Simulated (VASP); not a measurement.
A run of VASP 6.6.1 is set up as follows.

The input INCAR:

```
SYSTEM = Au
PREC     = Accurate       ! precision mode
ENCUT    = 520            ! plane-wave cutoff, eV
EDIFF    = 1E-7           ! SCF threshold, eV
ISMEAR   = -1             ! smearing method
SIGMA    = 0.1            ! smearing width, eV
LREAL    = .False.        ! projectors in reciprocal space
LASPH    = .True.         ! aspherical terms in the spheres
NELM     = 80             ! most SCF steps
ALGO     = Normal         ! electronic algorithm
ISIF     = 2              ! what is computed and relaxed
LWAVE    = .False.        ! write WAVECAR
LCHARG   = .False.        ! write CHGCAR
GGA      = PS             ! functional
NBANDS   = 12             ! bands
```

The input KPOINTS:

```
regular mesh
0
Gamma
  18 18 18
  0 0 0
```

POSCAR

```
Au
1.0
   -1.4730820616      1.4730820616      1.4730820616
    1.4730820616     -1.4730820616      1.4730820616
    1.4730820616      1.4730820616     -1.4730820616
Au
1
Direct
    0.0000000000      0.0000000000      0.0000000000
```

Potentials or basis: VASP PAW PBE potentials, release 64 (Au).

Launch:

```console
$ cat potpaw_PBE.64/Au/POTCAR > POTCAR
$ mpirun -np 1 vasp_std > vasp.out
```

Q: Predict the pressure.

A: 111.8 GPa.

Caveat: the PAW data sets were made with another functional, which shifts forces and pressure a little.
